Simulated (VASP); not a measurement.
**Zn3Bi2: single point with PBE**

The system is Zn3Bi2.

```
CELL_PARAMETERS angstrom
3.64625 0.00000 0.00000
0.00000 3.64625 0.00000
0.00000 0.00000 9.11875
ATOMIC_POSITIONS crystal
Zn 0.00000 0.00000 0.00000
Zn 0.00000 0.00000 0.50000
Zn 0.50000 0.50000 0.50000
Bi 0.50000 0.50000 0.19211
Bi 0.50000 0.50000 0.80789
```

The cell was generated, and may not be a known phase.

- Program: VASP 6.6.1
- Task: single point
- Functional: PBE
- Potentials or basis: VASP PAW PBE potentials, release 64 (Zn, Bi_d)
- Cutoff: 520 eV
- k mesh: 4 × 4 × 4
- Occupations: gaussian, width 0.1 eV
- Spin: no spin polarisation
- Dipole correction: no
- Further INCAR settings: ALGO = Normal; EDIFF = 1e-07; NBANDS = 41

* Pressure: 0.1 GPa
* Largest force: 0.011 eV/Å
* Band gap on the k mesh: zero (bands 33 and 34 overlap by 3.73 eV)

Forces on the atoms (eV/Å):
```
Zn   0.000  0.000  0.000
Zn   0.000  0.000  0.000
Zn   0.000  0.000  0.000
Bi   0.000  0.000  0.011
Bi   0.000  0.000 -0.011
```

Levels at points of the mesh, in eV from the Fermi level:
```tsv
k point	band 31	band 32	band 33	band 34	band 35	band 36
(0.00, 0.00, 0.00)	0.57	0.57	2.14	2.31	2.31	3.17
(0.50, 0.00, 0.00)	-3.79	-0.82	-0.39	1.65	2.50	2.70
(0.50, 0.50, 0.00)	-2.19	-1.82	-1.82	-1.18	-1.18	-0.92
(0.00, 0.00, 0.50)	0.78	0.78	0.82	1.65	1.65	4.03
(0.50, 0.00, 0.50)	-3.27	-2.64	0.08	2.65	2.90	3.11
(0.50, 0.50, 0.50)	-2.61	-2.15	-1.68	-1.59	-1.10	-0.26
```

Wall time 2.2 min on 1 thread of Intel(R) Xeon(R) Platinum 8375C CPU @ 2.90GHz (Ice Lake) (shared host), peak memory 0.25 GiB.

Caveat: the k points lie up to 0.43 Å⁻¹ apart, too coarse for converged energies and pressures of a metal; spin-orbit coupling is left out, which moves the levels of the heavy elements.
